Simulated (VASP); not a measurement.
Input of a VASP 6.6.1 run:

INCAR

```
SYSTEM = Gd
ALGO = Normal
EDIFF = 1E-7
ENCUT = 520
GGA = PE
ISIF = 2
ISMEAR = -1
ISPIN = 2
LASPH = .True.
LCHARG = .False.
LMAXMIX = 6
LORBIT = 11
LREAL = .False.
LWAVE = .False.
MAGMOM = 7.2 -7.2
NBANDS = 29
NELM = 150
PREC = Accurate
SIGMA = 0.05
```

Contents of KPOINTS:

```
k-points
0
Gamma
  8 8 5
  0 0 0
```

Contents of POSCAR:

```
Gd
1.0
   -2.0250000000      2.0250000000      2.0250000000
    2.0250000000     -2.0250000000      2.0250000000
    4.0500000000      4.0500000000      0.0000000000
Gd
2
Direct
    0.0000000000      0.0000000000      0.0000000000
    0.5000000000      0.5000000000      0.5000000000
```

Potentials or basis: VASP PAW PBE potentials, release 64 (Gd).

Launch:

```bash
$ cat potpaw_PBE.64/Gd/POTCAR > POTCAR
$ mpirun -np 1 vasp_std > vasp.out
```

Question: What does it give for the net moment?

Answer: 0.00 μB per cell.

Question: Predict the pressure.

Answer: 0.0 GPa.

Question: Predict the band gap on the k mesh.

Answer: Zero (filled and empty bands overlap).

Question: Predict the site moments.

Answer: Gd +6.93, -6.93 μB.

Stress tensor (GPa, compression positive):
```
 0.28 -0.06  0.00
-0.06  0.28  0.00
 0.00  0.00 -0.66
```

Caveat: the antiferromagnetic order is the one typed at the start, and another may lie lower; spin-orbit coupling is left out, which moves the levels of the heavy elements; semilocal functionals describe open f shells poorly, which spoils levels, moments and volumes. The state reached can hang on the start; a lower one may exist.
